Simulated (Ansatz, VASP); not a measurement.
# Two plane-wave programs on AlCu

POSCAR

```
AlCu
1.0
    3.2373097200      0.0000000000      0.0000000000
    0.0000000000      3.2373097200      0.0000000000
    0.0000000000      0.0000000000      3.2373097200
Al Cu
1 1
Direct
    0.0000000000      0.0000000000      0.0000000000
    0.5000000000      0.5000000000      0.5000000000
```

The input INCAR.step1:

```
PREC = Accurate
ENCUT = 520
ISMEAR = 0
SIGMA = 0.15
LREAL = F
LASPH = T
NELM = 80
NBANDS = 14
GGA = PE
ALGO = Normal
EDIFF = 1E-4
LWAVE = T
LCHARG = F
```

File INCAR.step2:

```
PREC = Accurate
ENCUT = 520
EDIFF = 1E-7
ISMEAR = 0
SIGMA = 0.15
LREAL = F
LASPH = T
NELM = 80
ALGO = Normal
ISIF = 2
LWAVE = F
LCHARG = F
METAGGA = R2SCAN
LMIXTAU = T
NBANDS = 14
ISTART = 1
```

KPOINTS

```
regular mesh
0
Gamma
  16 16 16
```

Input for Ansatz:

```yaml
crystal:
  lattice:
    - [3.23730972, 0.0, 0.0]
    - [0.0, 3.23730972, 0.0]
    - [0.0, 0.0, 3.23730972]
  atoms:
    - { symbol: Al, position: [0.0, 0.0, 0.0] }
    - { symbol: Cu, position: [0.5, 0.5, 0.5] }
basis:
  ecutwfc: 500
kpoints:
  mp_grid: { grid: [16, 16, 16] }
hamiltonian:
  xc: r2scan
scf:
  occupations: { method: gaussian, width: 0.15 }
output:
  forces: true
  stress: true
  eigenvalues: true
  write_density: true
  write_potential: true
  elf: true
  volumetric_format: npy
```

Change from the starting cell: strain +0.080 along x and y, +0.080 along z, atoms carried along.

Alike in both runs: task single point; functional r2SCAN; k mesh 16 × 16 × 16; occupations gaussian, width 0.15 eV; no spin polarisation.

|  | VASP | Ansatz |
| --- | --- | --- |
| version | VASP 6.6.1 | Ansatz 0.2.0 |
| potentials or method | VASP PAW PBE potentials, release 64 (Al, Cu), cutoff 520 eV | scalar-relativistic, plane waves, PAW |
| valence electrons in the cell | 14 | 22 |

VASP gave:

```
gap on the k mesh at the Fermi level (eV) : none
pressure (GPa)                            : -18.7
```

Question: Which values does Ansatz return?

Answer: gap on the k mesh at the Fermi level (eV): none; pressure (GPa): -18.8.

VASP's potentials were made for PBE, not for r2SCAN. A gap of «none» marks a metal or a gap that the smearing closes. The functional is the same, so the differences come from potentials, cutoffs and numerics. VASP's potentials hold 14 valence electrons a cell and Ansatz's 22, so a difference there can come from the potentials and not from the codes.
